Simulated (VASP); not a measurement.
# P (C2/m) in VASP: single point with PBE+D3(BJ)

Aim: the single point of P with PBE+D3(BJ).

Everything below comes from runs of VASP 6.6.1. Logs are shortened: lines on timing, memory, paths and dates and some standing lists are left out, and cuts for length are marked.

### Step 1. The cell of the first run

Symmetry: C2/m, No. 12, monoclinic system. Conventional cell: a = 5.937 Å, b = 3.462 Å, c = 3.527 Å, α = 90.00°, β = 124.14°, γ = 90.00°. Within 3.0 Å of P (site symmetry m) lie 6 P at 2.30 to 2.65 Å.

### Step 2. Single point, PBE+D3(BJ) (strain +0.0100 x Voigt [1, 0, 0, 0, 0, 0])

INCAR

```
SYSTEM = P
  PREC = Accurate
  ENCUT = 520
  EDIFF = 1E-7
  ISMEAR = 0
  SIGMA = 0.15
  LREAL = .FALSE.
  LASPH = .TRUE.
  NELM = 80
  ALGO = Normal
  ISIF = 2
  LWAVE = .FALSE.
  LCHARG = .FALSE.
  GGA = PE
  IVDW = 12
  NBANDS = 12
```

KPOINTS

```
regular mesh
0
G
  24 24 24
  0 0 0
```

POSCAR

```
P
1.0
    1.7309892891      0.9894922100      2.9189069803
   -1.7309892891      0.9894922100      2.9189069803
    0.0000000000     -1.9789844199      2.9189069803
P
2
Direct
    0.2336660455      0.2336660455      0.2336660455
    0.7663339545      0.7663339545      0.7663339545
```

Potentials or basis: VASP PAW PBE potentials, release 64 (P).

The run is started by

```
cat potpaw_PBE.64/P/POTCAR > POTCAR
mpirun -np 1 vasp_std > vasp.out
```

OUTCAR:

```text
SYSTEM = P
   PREC = Accurate
   ENCUT = 520
   EDIFF = 1E-7
   ISMEAR = 0
   LREAL = .FALSE.
   LASPH = .TRUE.
   NELM = 80
   ISIF = 2
   GGA = PE
   IVDW = 12
 IVDW          = 12

 ion  position               nearest neighbor table
   1  0.234  0.234  0.234-   2 2.30   2 2.31   2 2.31   2 2.64   2 2.65   2 2.65
   2  0.766  0.766  0.766-   1 2.30   1 2.31   1 2.31   1 2.64   1 2.65   1 2.65

  LATTYP: Found a base centered monoclinic cell.
 ALAT       =     5.9369532598
 B/A-ratio  =     0.5831237719
 C/A-ratio  =     0.5939961963
 COS(beta)  =    -0.5611708213

  Lattice vectors:

 A1 = (   1.7309892891,   2.9684766299,   0.0000000000)
 A2 = (  -1.7309892891,   2.9684766299,   0.0000000000)
 A3 = (   0.0000000000,  -1.9789844199,   2.9189069803)

Analysis of symmetry for initial positions (statically):
=====================================================================
 Subroutine PRICEL returns:
 Original cell was already a primitive cell.

 Routine SETGRP: Setting up the symmetry group for a
 base centered monoclinic supercell.

 Subroutine GETGRP returns: Found  4 space group operations
 (whereof  4 operations were pure point group operations)
 out of a pool of  4 trial point group operations.

The static configuration has the point symmetry C_2h.

Analysis of symmetry for dynamics (positions and initial velocities):
=====================================================================
 Subroutine PRICEL returns:
 Original cell was already a primitive cell.

 Routine SETGRP: Setting up the symmetry group for a
 base centered monoclinic supercell.

 Subroutine GETGRP returns: Found  4 space group operations
 (whereof  4 operations were pure point group operations)
 out of a pool of  4 trial point group operations.

The dynamic configuration has the point symmetry C_2h.

 Subroutine INISYM returns: Found  4 space group operations
 (whereof  4 operations are pure point group operations),
 and found     1 'primitive' translations

----------------------------------------------------------------------------------------

                                     Primitive cell

  volume of cell :      29.9970

  direct lattice vectors                    reciprocal lattice vectors
     1.730989289  0.989492210  2.918906980     0.288852163  0.168436563  0.114197998
    -1.730989289  0.989492210  2.918906980    -0.288852163  0.168436563  0.114197998
     0.000000000 -1.978984420  2.918906980     0.000000000 -0.336873125  0.114197998

  length of vectors
     3.534888501  3.534888501  3.526527654     0.353337842  0.353337842  0.355703086

  position of ions in fractional coordinates (direct lattice)
     0.233666046  0.233666046  0.233666046
     0.766333954  0.766333954  0.766333954

  ion indices of the primitive-cell ions
   primitive index   ion index
                 1           1
                 2           2

----------------------------------------------------------------------------------------

 KPOINTS: regular mesh

Automatic generation of k-mesh.
 Grid dimensions read from file:
 generate k-points for:   24   24   24

 Generating k-lattice:

  Cartesian coordinates                     Fractional coordinates (reciprocal lattice)
     0.012035507  0.007018190  0.004758250     0.041666667  0.000000000  0.000000000
    -0.012035507  0.007018190  0.004758250     0.000000000  0.041666667  0.000000000
     0.000000000 -0.014036380  0.004758250    -0.000000000 -0.000000000  0.041666667

  Length of vectors
     0.014722410  0.014722410  0.014820962

  Shift w.r.t. Gamma in fractional coordinates (k-lattice)
     0.000000000  0.000000000  0.000000000

 Subroutine IBZKPT returns following result:
 ===========================================

 Found   3614 irreducible k-points:

 Following reciprocal coordinates:
            Coordinates               Weight
  0.000000  0.000000  0.000000      1.000000
  0.041667  0.000000  0.000000      4.000000
  0.083333  0.000000  0.000000      4.000000
  0.125000  0.000000  0.000000      4.000000
  0.166667  0.000000  0.000000      4.000000
  0.208333  0.000000  0.000000      4.000000
[... 16 lines left out ...]
  0.416667  0.041667  0.000000      4.000000
  0.458333  0.041667  0.000000      4.000000
 [... further k-points ...]
   k-points           NKPTS =   3614   k-points in BZ     NKDIM =   3614   number of bands    NBANDS=     12
   number of dos      NEDOS =    301   number of ions     NIONS =      2
   total plane-waves  NPLWV =  21952
   dimension x,y,z NGX =    28 NGY =   28 NGZ =   28
   dimension x,y,z NGXF=    56 NGYF=   56 NGZF=   56
   ions per type =               2
   NGX,Y,Z   is equivalent  to a cutoff of  13.17, 13.17, 13.20 a.u.
   NGXF,Y,Z  is equivalent  to a cutoff of  26.34, 26.34, 26.40 a.u.
 SYSTEM =  P
   PREC   = accura    normal or accurate (medium, high low for compatibility)
   ISTART =      0    job   : 0-new  1-cont  2-samecut
   ICHARG =      2    charge: 1-file 2-atom 10-const
   ISPIN  =      1    spin polarized calculation?
   LNONCOLLINEAR =      F non collinear calculations
   LSORBIT =      F    spin-orbit coupling
   LASPH  =      T    aspherical Exc in radial PAW
   ENCUT  =  520.0 eV  38.22 Ry    6.18 a.u.   6.57  6.57  6.56*2*pi/ulx,y,z
   NELM   =     80;   NELMIN=  2; NELMDL= -5     # of ELM steps
   EDIFF  = 0.1E-06   stopping-criterion for ELM
   LREAL  =      F    real-space projection
   EDIFFG = 0.1E-05   stopping-criterion for IOM
   NSW    =      0    number of steps for IOM
   IBRION =     -1    ionic relax: 0-MD 1-quasi-New 2-CG
   NFREE  =      0    steps in history (QN), initial steepest desc. (CG)
   ISIF   =      2    stress and relaxation
   ISYM   =      2    0-nonsym 1-usesym 2-fastsym
   POTIM  = 0.5000    time-step for ionic-motion
   TEBEG  =    0.0;   TEEND  =   0.0 temperature during run
   PSTRESS=    0.0 pullay stress
   NELECT =      10.0000    total number of electrons
   NUPDOWN=      -1.0000    fix difference up-down
   EMIN   =  10.00;   EMAX   =-10.00  energy-range for DOS
   EFERMI =   0.00;   METHOD = LEGACY
   ISMEAR =     0;   SIGMA  =   0.15  broadening in eV -4-tet -1-fermi 0-gaus
   EFERMI_NEDOS =   21; number of points for ismear=-14 and -15
   IALGO  =     38    algorithm
   IMIX   =      4    mixing-type and parameters
     AMIX     =   0.40;   BMIX     =  1.00
     AMIX_MAG =   1.60;   BMIX_MAG =  1.00
  volume/ion in A,a.u.               =      15.00       101.21
  Fermi-wavevector in a.u.,A,eV,Ry     =   1.135138  2.145100 17.531634  1.288539
  Thomas-Fermi vector in A             =   2.271843
   LORBIT       =      0    0 simple, 1 ext, 2 COOP (PROOUT), +10 PAW based schemes
   GGA     = PE    functional components
   LHFCALC =     F    Hartree Fock is set to
   AEXX    =    0.0000 exact exchange contribution
   IVDW    =    12    specifies the selected vdW correction
   LEPSILON=     F    determine dielectric tensor
   LRPA    =     F    only Hartree local field effects (RPA)
 non-spin polarized calculation
 Gauss-broadening in eV      SIGMA  =   0.15
  energy-cutoff  :      520.00
  volume of cell :       30.00
 maximum number of plane-waves:       829
   NGX = 13   NGY = 13   NGZ = 13

 number of electron      10.0000000 magnetization

 Free energy of the ion-electron system (eV)
  ---------------------------------------------------
  ext. energy  EPLUGINS =         0.00000000
  ---------------------------------------------------
  free energy    TOTEN  =       -10.62331059 eV

  energy without entropy =      -10.61926297  energy(sigma->0) =      -10.62128678

 E-fermi :   9.7116     XC(G=0): -11.1129

 val. band max:        9.7083543885   @ k =   0.1250   0.0417   0.1667
 cond. band min:       9.7118198333   @ k =   0.2083   0.1250   0.0417
 fundamental gap:      0.0034654448
 Fermi energy:         9.7116067967

 k-point     1 :       0.0000    0.0000    0.0000
  band No.  band energies     occupation
      1      -7.0888      2.00000
      2       6.9264      2.00000
      3       6.9440      2.00000
      4       7.0879      2.00000
      5       7.2658      2.00000
      6      12.0110      0.00000
      7      12.9856      0.00000
      8      13.1252      0.00000
      9      15.1215      0.00000
     10      15.2366      0.00000
     11      16.2468      0.00000
     12      16.4777      0.00000

 k-point     2 :       0.0417    0.0000    0.0000
  band No.  band energies     occupation
      1      -7.0597      2.00000
      2       6.3077      2.00000
      3       6.9207      2.00000
      4       7.0748      2.00000
      5       7.7932      2.00000
      6      12.0571      0.00000
      7      12.9834      0.00000
      8      13.1014      0.00000
      9      14.9375      0.00000
     10      15.0149      0.00000
     11      15.7451      0.00000
     12      16.9157      0.00000

 k-point     3 :       0.0833    0.0000    0.0000
  band No.  band energies     occupation
      1      -6.9723      2.00000
      2       5.4696      2.00000
      3       6.8868      2.00000
      4       7.0386      2.00000
      5       8.3277      2.00000
      6      12.1470      0.00000
      7      12.9190      0.00000
      8      13.0252      0.00000
      9      14.5660      0.00000
     10      14.6844      0.00000
     11      15.4689      0.00000
     12      17.6997      0.00000

 k-point     4 :       0.1250    0.0000    0.0000
  band No.  band energies     occupation
      1      -6.8268      2.00000
      2       4.5822      2.00000
      3       6.8369      2.00000
      4       6.9886      2.00000
      5       8.7281      2.00000
      6      12.1400      0.00000
      7      12.5942      0.00000
      8      12.9617      0.00000
      9      14.2901      0.00000
     10      14.7030      0.00000
     11      15.3810      0.00000
     12      18.6185      0.00000

 k-point     5 :       0.1667    0.0000    0.0000
  band No.  band energies     occupation
      1      -6.6235      2.00000
      2       3.6727      2.00000
      3       6.7783      2.00000
      4       6.9367      2.00000
      5       9.0014      2.00000
      6      11.9165      0.00000
      7      12.1272      0.00000
      8      12.7504      0.00000
      9      14.4784      0.00000
     10      15.0034      0.00000
     11      15.4333      0.00000
     12      19.6158      0.00000
[... 228 lines left out ...]
      1      -5.3736      2.00000
      2       0.4229      2.00000
      3       6.3673      2.00000
      4       6.7733      2.00000
      5       9.2697      1.99997
      6      10.3195      0.00000
      7      10.7327      0.00000
      8      11.9015      0.00000
      9      16.1698      0.00000
     10      17.4161      0.00000
     11      17.8952      0.00000
     12      23.2646      0.00000

 k-point    22 :       0.3750    0.0417    0.0000
  band No.  band energies     occupation
      1      -4.9133      2.00000
      2      -0.4007      2.00000
      3       6.3415      2.00000
      4       6.7991      2.00000
      5       9.0528      2.00000
      6      10.2872      0.00000
      7      10.3620      0.00000
      8      11.5897      0.00000
      9      16.9983      0.00000
     10      18.1489      0.00000
     11      18.7983      0.00000
     12      23.7081      0.00000

 k-point    23 :       0.4167    0.0417    0.0000
  band No.  band energies     occupation
      1      -4.4057      2.00000
      2      -1.1807      2.00000
      3       6.3177      2.00000
      4       6.8536      2.00000
      5       8.8438      2.00000
      6      10.0299      0.00269
      7      10.3535      0.00000
      8      11.3162      0.00000
      9      17.8921      0.00000
     10      18.9491      0.00000
     11      19.7479      0.00000
     12      22.7799      0.00000

 k-point    24 :       0.4583    0.0417    0.0000
  band No.  band energies     occupation
      1      -3.8658      2.00000
      2      -1.8987      2.00000
      3       6.2890      2.00000
      4       6.9355      2.00000
      5       8.6776      2.00000
      6       9.8042      0.38283
      7      10.4260      0.00000
      8      11.1050      0.00000
      9      18.8316      0.00000
     10      19.7654      0.00000
     11      20.6909      0.00000
     12      21.8815      0.00000

 [... further k-points ...]

------------------------ aborting loop because EDIFF is reached ----------------------------------------

 Edisp (eV)   -0.94253

 E8    (eV) :    -0.3568

  FORCE on cell =-STRESS in cart. coord.  units (eV):
  Direction    XX          YY          ZZ          XY          YZ          ZX
  --------------------------------------------------------------------------------------
  -------------------------------------------------------------------------------------
  Total      -0.47694    -0.20929    -0.18546     0.00000     0.06727     0.00000
  in kB     -25.47382   -11.17842    -9.90570     0.00000     3.59292     0.00000
  external pressure =      -15.52 kB  Pullay stress =        0.00 kB

 VOLUME and BASIS-vectors are now :
 -----------------------------------------------------------------------------
  energy-cutoff  :      520.00
  volume of cell :       30.00
      direct lattice vectors                 reciprocal lattice vectors
     1.730989289  0.989492210  2.918906980     0.288852163  0.168436563  0.114197998
    -1.730989289  0.989492210  2.918906980    -0.288852163  0.168436563  0.114197998
     0.000000000 -1.978984420  2.918906980     0.000000000 -0.336873125  0.114197998

 POSITION                                       TOTAL-FORCE (eV/Angst)
 -----------------------------------------------------------------------------------
      0.00000      0.00000      2.04615         0.000000     -0.011764     -0.067492
      0.00000      0.00000      6.71057         0.000000      0.011764      0.067492
 -----------------------------------------------------------------------------------
    total drift:                                0.000000     -0.000000     -0.000000

  FREE ENERGIE OF THE ION-ELECTRON SYSTEM (eV)
  ---------------------------------------------------
  free  energy   TOTEN  =       -11.5658379350 eV

  energy  without entropy=      -11.5617903232  energy(sigma->0) =      -11.56381413
```

Wall time 18 min (1 thread of Intel Xeon 8259CL, shared host); peak memory 1 GiB.

What came out:

```yaml
Free_energy: -11.5658 eV
Pressure: -1.6 GPa
Largest_force: 0.069 eV/Å
Band_gap_on_the_k_mesh: zero (bands 5 and 6 overlap by 1.34 eV)
Dispersion_energy_per_atom: -0.471 eV
```

Forces on the atoms (eV/Å):
```
P    0.000 -0.012 -0.067
P    0.000  0.012  0.067
```

Stress tensor (GPa, compression positive):
```
-2.55  0.00  0.00
 0.00 -1.12  0.36
 0.00  0.36 -0.99
```

Caveat: the cell differs from its parent crystal (strain +0.0100 x Voigt [1, 0, 0, 0, 0, 0]).
